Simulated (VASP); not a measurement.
# SnS (Pnma) in VASP: relaxation of cell and atoms with LDA

Aim: the relaxation of cell and atoms of SnS with LDA.

All numbers are computed with VASP 6.6.1; they aren't measurements. Logs are shortened: lines on timing, memory, paths and dates and some standing lists are left out, and cuts for length are marked.

### 1 The cell of the first run

Symmetry: Pnma, No. 62, orthorhombic system. The conventional cell has a = 11.446 Å, b = 4.023 Å, c = 4.454 Å, α = 90.00°, β = 90.00°, γ = 90.00°. Sn (site symmetry m) has 6 S at 2.66 to 3.47 Å and 2 Sn at 3.62 Å within 3.7 Å. Within 3.5 Å of S (site symmetry m) lie 6 Sn at 2.66 to 3.47 Å.

### 2 Relaxation of cell and atoms, LDA

INCAR

```
  ALGO = Normal
  EDIFF = 1E-7
  EDIFFG = -0.005
  ENCUT = 500
  GGA_COMPAT = False
  IBRION = 2
  ISIF = 3
  ISMEAR = 0
  KPAR = 4
  LASPH = True
  LCHARG = False
  LREAL = False
  LWAVE = False
  NELM = 120
  NELMIN = 4
  NSW = 70
  PREC = Accurate
  SIGMA = 0.02
```

KPOINTS

```
k-points
0
Gamma
  4 8 6
```

POSCAR

```
SnS
1.0
   11.4455026898      0.0000000000      0.0000000000
    0.0000000000      4.0232844605      0.0000000000
    0.0000000000      0.0000000000      4.4542025305
Sn S
4 4
Direct
    0.1215422486      0.2500000000      0.1300059288
    0.3784577514      0.7500000000      0.6300059288
    0.6215422486      0.2500000000      0.3699940712
    0.8784577514      0.7500000000      0.8699940712
    0.8498958702      0.2500000000      0.4774433434
    0.6501041298      0.7500000000      0.9774433434
    0.3498958702      0.2500000000      0.0225566566
    0.1501041298      0.7500000000      0.5225566566
```

Potentials or basis: VASP PAW LDA potentials, release 64 (Sn_d, S).

Started as:

```bash
> cat potpaw_LDA.64/Sn_d/POTCAR potpaw_LDA.64/S/POTCAR > POTCAR
> mpirun -np 4 vasp_std > vasp.out
```

OUTCAR:

```text
EDIFF = 1E-7
   EDIFFG = -0.005
   ENCUT = 500
   IBRION = 2
   ISIF = 3
   ISMEAR = 0
   LASPH = True
   LREAL = False
   NELM = 120
   NELMIN = 4
   NSW = 70
   PREC = Accurate

 ion  position               nearest neighbor table
   1  0.122  0.250  0.130-   7 2.66   8 2.69   8 2.69   4 3.62   4 3.62
   2  0.378  0.750  0.630-   8 2.66   7 2.69   7 2.69   3 3.62   3 3.62
   3  0.622  0.250  0.370-   5 2.66   6 2.69   6 2.69   2 3.62   2 3.62
   4  0.878  0.750  0.870-   6 2.66   5 2.69   5 2.69   1 3.62   1 3.62
   5  0.850  0.250  0.477-   3 2.66   4 2.69   4 2.69
   6  0.650  0.750  0.977-   4 2.66   3 2.69   3 2.69
   7  0.350  0.250  0.023-   1 2.66   2 2.69   2 2.69
   8  0.150  0.750  0.523-   2 2.66   1 2.69   1 2.69

  LATTYP: Found a simple orthorhombic cell.
 ALAT       =     4.0232844605
 B/A-ratio  =     1.1071060409
 C/A-ratio  =     2.8448156729

  Lattice vectors:

 A1 = (   0.0000000000,   4.0232844605,   0.0000000000)
 A2 = (   0.0000000000,   0.0000000000,   4.4542025305)
 A3 = (  11.4455026898,   0.0000000000,   0.0000000000)

Analysis of symmetry for initial positions (statically):
=====================================================================
 Subroutine PRICEL returns:
 Original cell was already a primitive cell.

 Routine SETGRP: Setting up the symmetry group for a
 simple orthorhombic supercell.

 Subroutine GETGRP returns: Found  8 space group operations
 (whereof  2 operations were pure point group operations)
 out of a pool of  8 trial point group operations.

The static configuration has the point symmetry S_2 .
 The point group associated with its full space group is D_2h.

Analysis of symmetry for dynamics (positions and initial velocities):
=====================================================================
 Subroutine PRICEL returns:
 Original cell was already a primitive cell.

 Routine SETGRP: Setting up the symmetry group for a
 simple orthorhombic supercell.

 Subroutine GETGRP returns: Found  8 space group operations
 (whereof  2 operations were pure point group operations)
 out of a pool of  8 trial point group operations.

The dynamic configuration has the point symmetry S_2 .
 The point group associated with its full space group is D_2h.

 Subroutine INISYM returns: Found  8 space group operations
 (whereof  2 operations are pure point group operations),
 and found     1 'primitive' translations

----------------------------------------------------------------------------------------

                                     Primitive cell

  volume of cell :     205.1094

  direct lattice vectors                    reciprocal lattice vectors
    11.445502690  0.000000000  0.000000000     0.087370562  0.000000000  0.000000000
     0.000000000  4.023284461  0.000000000     0.000000000  0.248553144  0.000000000
     0.000000000  0.000000000  4.454202530     0.000000000  0.000000000  0.224507079

  length of vectors
    11.445502690  4.023284461  4.454202530     0.087370562  0.248553144  0.224507079

  position of ions in fractional coordinates (direct lattice)
     0.121542249  0.250000000  0.130005929
     0.378457751  0.750000000  0.630005929
     0.621542249  0.250000000  0.369994071
     0.878457751  0.750000000  0.869994071
     0.849895870  0.250000000  0.477443343
     0.650104130  0.750000000  0.977443343
     0.349895870  0.250000000  0.022556657
     0.150104130  0.750000000  0.522556657

  ion indices of the primitive-cell ions
   primitive index   ion index
                 1           1
                 2           2
                 3           3
                 4           4
                 5           5
                 6           6
                 7           7
                 8           8

----------------------------------------------------------------------------------------

 KPOINTS: k-points

Automatic generation of k-mesh.
 Grid dimensions read from file:
 generate k-points for:    4    8    6

 Generating k-lattice:

  Cartesian coordinates                     Fractional coordinates (reciprocal lattice)
     0.021842640  0.000000000  0.000000000     0.250000000  0.000000000  0.000000000
     0.000000000  0.031069143  0.000000000     0.000000000  0.125000000  0.000000000
     0.000000000  0.000000000  0.037417847     0.000000000  0.000000000  0.166666667

  Length of vectors
     0.021842640  0.031069143  0.037417847

  Shift w.r.t. Gamma in fractional coordinates (k-lattice)
     0.000000000  0.000000000  0.000000000

 Subroutine IBZKPT returns following result:
 ===========================================

 Found     60 irreducible k-points:

 Following reciprocal coordinates:
            Coordinates               Weight
  0.000000  0.000000  0.000000      1.000000
  0.250000  0.000000  0.000000      2.000000
  0.500000  0.000000  0.000000      1.000000
  0.000000  0.125000  0.000000      2.000000
  0.250000  0.125000  0.000000      4.000000
  0.500000  0.125000  0.000000      2.000000
[... 16 lines left out ...]
  0.250000  0.250000  0.166667      8.000000
  0.500000  0.250000  0.166667      4.000000
 [... further k-points ...]
   k-points           NKPTS =     60   k-points in BZ     NKDIM =     60   number of bands    NBANDS=     48
   number of dos      NEDOS =    301   number of ions     NIONS =      8
   total plane-waves  NPLWV =  80640
   dimension x,y,z NGX =    84 NGY =   30 NGZ =   32
   dimension x,y,z NGXF=   168 NGYF=   60 NGZF=   64
   ions per type =               4   4
   NGX,Y,Z   is equivalent  to a cutoff of  12.20, 12.40, 11.94 a.u.
   NGXF,Y,Z  is equivalent  to a cutoff of  24.40, 24.79, 23.89 a.u.
 SYSTEM =  unknown system
   PREC   = accura    normal or accurate (medium, high low for compatibility)
   ISTART =      0    job   : 0-new  1-cont  2-samecut
   ICHARG =      2    charge: 1-file 2-atom 10-const
   ISPIN  =      1    spin polarized calculation?
   LNONCOLLINEAR =      F non collinear calculations
   LSORBIT =      F    spin-orbit coupling
   LASPH  =      T    aspherical Exc in radial PAW
   ENCUT  =  500.0 eV  36.75 Ry    6.06 a.u.  20.87  7.34  8.12*2*pi/ulx,y,z
   NELM   =    120;   NELMIN=  4; NELMDL= -5     # of ELM steps
   EDIFF  = 0.1E-06   stopping-criterion for ELM
   LREAL  =      F    real-space projection
   EDIFFG = -.5E-02   stopping-criterion for IOM
   NSW    =     70    number of steps for IOM
   IBRION =      2    ionic relax: 0-MD 1-quasi-New 2-CG
   NFREE  =      1    steps in history (QN), initial steepest desc. (CG)
   ISIF   =      3    stress and relaxation
   ISYM   =      2    0-nonsym 1-usesym 2-fastsym
   POTIM  = 0.5000    time-step for ionic-motion
   TEBEG  =    0.0;   TEEND  =   0.0 temperature during run
   PSTRESS=    0.0 pullay stress
   NELECT =      80.0000    total number of electrons
   NUPDOWN=      -1.0000    fix difference up-down
   EMIN   =  10.00;   EMAX   =-10.00  energy-range for DOS
   EFERMI =   0.00;   METHOD = LEGACY
   ISMEAR =     0;   SIGMA  =   0.02  broadening in eV -4-tet -1-fermi 0-gaus
   EFERMI_NEDOS =   21; number of points for ismear=-14 and -15
   IALGO  =     38    algorithm
   IMIX   =      4    mixing-type and parameters
     AMIX     =   0.40;   BMIX     =  1.00
     AMIX_MAG =   1.60;   BMIX_MAG =  1.00
  volume/ion in A,a.u.               =      25.64       173.02
  Fermi-wavevector in a.u.,A,eV,Ry     =   1.196124  2.260347 19.466036  1.430713
  Thomas-Fermi vector in A             =   2.332072
   LORBIT       =      0    0 simple, 1 ext, 2 COOP (PROOUT), +10 PAW based schemes
   GGA     = CA    functional components
   LHFCALC =     F    Hartree Fock is set to
   AEXX    =    0.0000 exact exchange contribution
   IVDW    =     0    specifies the selected vdW correction
   LEPSILON=     F    determine dielectric tensor
   LRPA    =     F    only Hartree local field effects (RPA)
 conjugate gradient relaxation of ions
 non-spin polarized calculation
 Gauss-broadening in eV      SIGMA  =   0.02
  energy-cutoff  :      500.00
  volume of cell :      205.11
 maximum number of plane-waves:      5242
 NGX is ok and might be reduce to    84
   NGX = 41   NGY = 15   NGZ = 17

--------------------------------------- Ionic step        1  -------------------------------------------

 number of electron      80.0000033 magnetization

 Free energy of the ion-electron system (eV)
  ---------------------------------------------------
  ext. energy  EPLUGINS =         0.00000000
  ---------------------------------------------------
  free energy    TOTEN  =       -40.19520862 eV

  energy without entropy =      -40.19520862  energy(sigma->0) =      -40.19520862

 E-fermi :   5.2495     XC(G=0):  -9.8812

 val. band max:        5.1194693956   @ k =   0.0000   0.0000   0.3333
 cond. band min:       6.0981116187   @ k =   0.0000   0.3750   0.0000
 fundamental gap:      0.9786422231
 Fermi energy:         5.2494889905

 k-point     1 :       0.0000    0.0000    0.0000
  band No.  band energies     occupation
      1     -15.8464      2.00000
      2     -15.8339      2.00000
      3     -15.8279      2.00000
      4     -15.8215      2.00000
      5     -15.8199      2.00000
      6     -15.8168      2.00000
[... 1213 lines left out ...]
     47       8.8353      0.00000
     48       8.8353      0.00000

 [... further k-points ...]

------------------------ aborting loop because EDIFF is reached ----------------------------------------

  FORCE on cell =-STRESS in cart. coord.  units (eV):
  Direction    XX          YY          ZZ          XY          YZ          ZX
  --------------------------------------------------------------------------------------
  -------------------------------------------------------------------------------------
  Total       -5.4535511     -5.5608735     -5.3902658      0.0000000     -0.0000000      0.0000000
  in kB      -42.5994896    -43.4378203    -42.1051473      0.0000000     -0.0000000      0.0000000
  external PRESSURE =     -42.7141524 kB  Pullay stress =       0.0000000 kB
[... 107 lines left out ...]
  FREE ENERGIE OF THE ION-ELECTRON SYSTEM (eV)
  ---------------------------------------------------
  free  energy   TOTEN  =       -40.4038487841 eV

  energy  without entropy=      -40.4038487841  energy(sigma->0) =      -40.40384878

[... ionic steps 4 to 34 ...]

--------------------------------------- Ionic step       35  -------------------------------------------

 number of electron      79.9999982 magnetization

------------------------ aborting loop because EDIFF is reached ----------------------------------------

  FORCE on cell =-STRESS in cart. coord.  units (eV):
  Direction    XX          YY          ZZ          XY          YZ          ZX
  --------------------------------------------------------------------------------------
  -------------------------------------------------------------------------------------
  Total        0.0182491      0.0052409      0.0023896      0.0000000     -0.0000000      0.0000000
  in kB        0.1610796      0.0462598      0.0210923      0.0000000     -0.0000000      0.0000000
  external PRESSURE =       0.0761439 kB  Pullay stress =       0.0000000 kB
[... 69 lines left out ...]
  energy  without entropy=      -40.5115709177  energy(sigma->0) =      -40.51157092

--------------------------------------- Ionic step       37  -------------------------------------------

 number of electron      79.9999982 magnetization

 Free energy of the ion-electron system (eV)
  ---------------------------------------------------
  ext. energy  EPLUGINS =         0.00000000
  ---------------------------------------------------
  free energy    TOTEN  =       -40.51159463 eV

  energy without entropy =      -40.51159463  energy(sigma->0) =      -40.51159463

 E-fermi :   6.9755     XC(G=0): -10.4703

 val. band max:        6.8185893705   @ k =   0.5000   0.0000   0.5000
 cond. band min:       7.4359168067   @ k =   0.0000   0.0000   0.0000
 fundamental gap:      0.6173274362
 Fermi energy:         6.9754898007

 k-point     1 :       0.0000    0.0000    0.0000
  band No.  band energies     occupation
      1     -14.4852      2.00000
      2     -14.4560      2.00000
      3     -14.4532      2.00000
      4     -14.4430      2.00000
      5     -14.4424      2.00000
      6     -14.4399      2.00000
[... 1213 lines left out ...]
     47      10.3939      0.00000
     48      10.3939      0.00000

 [... further k-points ...]

------------------------ aborting loop because EDIFF is reached ----------------------------------------

  FORCE on cell =-STRESS in cart. coord.  units (eV):
  Direction    XX          YY          ZZ          XY          YZ          ZX
  --------------------------------------------------------------------------------------
  -------------------------------------------------------------------------------------
  Total       -0.0060996     -0.0103118     -0.0229197      0.0000000     -0.0000000      0.0000000
  in kB       -0.0538386     -0.0910175     -0.2023008      0.0000000     -0.0000000      0.0000000
  external PRESSURE =      -0.1157189 kB  Pullay stress =       0.0000000 kB
[... 23 lines left out ...]
  FREE ENERGIE OF THE ION-ELECTRON SYSTEM (eV)
  ---------------------------------------------------
  free  energy   TOTEN  =       -40.5115946314 eV

  energy  without entropy=      -40.5115946314  energy(sigma->0) =      -40.51159463

 reached required accuracy - stopping structural energy minimisation
```

It took 29 min on 4 MPI ranks of Intel Xeon Platinum 8488C (Sapphire Rapids), shared host; peak memory 0.5 GiB.

What came out:

| Item | Value |
| --- | --- |
| Free energy | -40.5116 eV |
| Relaxed volume | 22.69 Å³/atom |
| Relaxed cell | a = 10.971 Å, b = 3.952 Å, c = 4.186 Å, α = 90.00°, β = 90.00°, γ = 90.00° |
| Space group after relaxing (to 0.1 Å) | Pnma (No. 62) |
| Energy gained by relaxing | 39.5 meV/atom |
| Ionic steps | 37 |
| Pressure after relaxing | 0.0 GPa |
| Largest force after relaxing | 0.004 eV/Å |
| Band gap on the k mesh | 0.62 eV (least direct gap 1.03 eV) |

Forces on the atoms (eV/Å):
```
Sn   0.000  0.000 -0.001
Sn   0.000  0.000 -0.001
Sn   0.000  0.000  0.001
Sn   0.000  0.000  0.001
S    0.004  0.000 -0.001
S   -0.004  0.000 -0.001
S    0.004  0.000  0.001
S   -0.004  0.000  0.001
```

The path:
```tsv
step	energy change (eV)	largest force (eV/Å)	pressure (GPa)	volume (Å³)
1	0.0000	0.1884	-4.27	205.11
2	-0.1759	0.6205	1.77	185.48
3	-0.2086	0.3759	-0.17	190.70
4	-0.2434	0.3001	-0.13	188.71
5	-0.2974	0.0683	0.24	182.84
6	-0.2984	0.0425	0.33	181.85
7	-0.3073	0.0816	-0.41	182.88
8	-0.3077	0.0643	-0.29	182.70
9	-0.3121	0.0507	0.17	181.40
10	-0.3121	0.0508	0.18	181.38
11	-0.3135	0.0378	-0.06	181.88
12	-0.3136	0.0309	-0.01	181.77
13	-0.3138	0.0279	0.00	181.75
14	-0.3145	0.0243	0.04	181.68
15	-0.3148	0.0362	0.10	181.54
16	-0.3150	0.0303	0.05	181.67
17	-0.3151	0.0211	-0.04	181.87
18	-0.3152	0.0203	-0.04	181.83
19	-0.3154	0.0178	-0.01	181.70
20	-0.3156	0.0186	0.04	181.44
21	-0.3157	0.0173	0.03	181.44
22	-0.3159	0.0159	0.00	181.44
23	-0.3159	0.0212	-0.06	181.45
24	-0.3160	0.0167	-0.03	181.44
25	-0.3160	0.0130	0.00	181.37
26	-0.3161	0.0091	0.06	181.20
27	-0.3162	0.0082	0.03	181.28
28	-0.3162	0.0079	0.01	181.36
29	-0.3162	0.0143	-0.03	181.51
30	-0.3162	0.0095	0.00	181.40
31	-0.3163	0.0076	-0.01	181.43
32	-0.3163	0.0060	-0.01	181.48
33	-0.3163	0.0059	-0.02	181.57
34	-0.3163	0.0058	-0.01	181.54
35	-0.3164	0.0067	0.01	181.51
36	-0.3164	0.0069	0.00	181.51
37	-0.3164	0.0037	-0.01	181.52
```

Final structure:
```xyz
8
Lattice="10.9715 0.0000 0.0000 0.0000 3.9519 0.0000 0.0000 0.0000 4.1865" Properties=species:S:1:pos:R:3 pbc="T T T"
Sn    1.2901    0.9880    0.4561
Sn    4.1957    2.9639    2.5494
Sn    6.7758    0.9880    1.6371
Sn    9.6814    2.9639    3.7303
S     9.3687    0.9880    1.9835
S     7.0886    2.9639    4.0767
S     3.8829    0.9880    0.1097
S     1.6028    2.9639    2.2029
```

Levels at points of the mesh, in eV from the valence-band top:
```tsv
k point	band 36	band 37	band 38	band 39	band 40	band 41	band 42	band 43	band 44	band 45
(0.00, 0.00, 0.00)	-2.30	-2.07	-1.33	-0.88	-0.75	0.62	2.91	2.96	3.08	3.39
(0.50, 0.00, 0.00)	-2.56	-2.34	-2.34	-0.77	-0.77	2.56	2.56	2.74	2.74	4.03
(0.00, 0.50, 0.00)	-2.14	-1.11	-1.11	-0.80	-0.80	1.01	1.01	1.73	1.73	1.84
(0.50, 0.50, 0.00)	-2.53	-1.06	-1.06	-1.06	-1.06	1.54	1.54	1.54	1.54	2.34
(0.00, 0.00, 0.50)	-1.88	-1.01	-1.01	-0.12	-0.12	1.36	1.36	1.71	1.71	1.88
(0.50, 0.00, 0.50)	-2.24	-0.76	-0.76	0.00	0.00	1.20	1.20	1.77	1.77	1.78
(0.00, 0.50, 0.50)	-3.66	-2.70	-2.70	-1.68	-1.68	2.68	2.68	2.98	2.98	4.52
(0.50, 0.50, 0.50)	-4.29	-1.85	-1.85	-1.85	-1.85	2.47	2.47	2.47	2.47	4.71
```

Caveat: semilocal functionals underestimate gaps, and a narrow one can read as zero; spin-orbit coupling is left out, which moves the levels of the heavy elements. Zero-point motion and thermal expansion aren't in these numbers.
